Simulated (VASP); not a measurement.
Here is a VASP 6.6.1 calculation.

INCAR

```
PREC = Accurate
ENCUT = 600
EDIFF = 1E-6
ISMEAR = 0
SIGMA = 0.1
LREAL = False
LASPH = True
NELM = 100
ALGO = Normal
ISIF = 4
LWAVE = False
LCHARG = False
GGA = PE
IVDW = 12
IBRION = 2
NSW = 50
EDIFFG = -0.01
```

File KPOINTS:

```
Automatic mesh
0
Gamma
  15 15 8
```

File POSCAR:

```
TiTe2
1.0
    3.7611551177      0.0000000000      0.0000000000
   -1.8805775588      3.2572558795      0.0000000000
    0.0000000000      0.0000000000      6.5378599001
Ti Te
1 2
Direct
    0.0000000000      0.0000000000      0.0000000000
    0.6666666667      0.3333333333      0.2669875668
    0.3333333333      0.6666666667      0.7330124332
```

Potentials or basis: VASP PAW PBE potentials, release 64 (Ti_sv, Te).

Command:

```sh
$ cat potpaw_PBE.64/Ti_sv/POTCAR potpaw_PBE.64/Te/POTCAR > POTCAR
$ mpirun -np 1 vasp_std > vasp.out
```

(1) Estimate the dispersion energy per atom.

(2) Estimate the band gap on the k mesh.

## Answers

(1) -0.493 eV.

(2) zero (bands 12 and 13 overlap by 0.70 eV).

Caveat: spin-orbit coupling is left out, which moves the levels of the heavy elements.
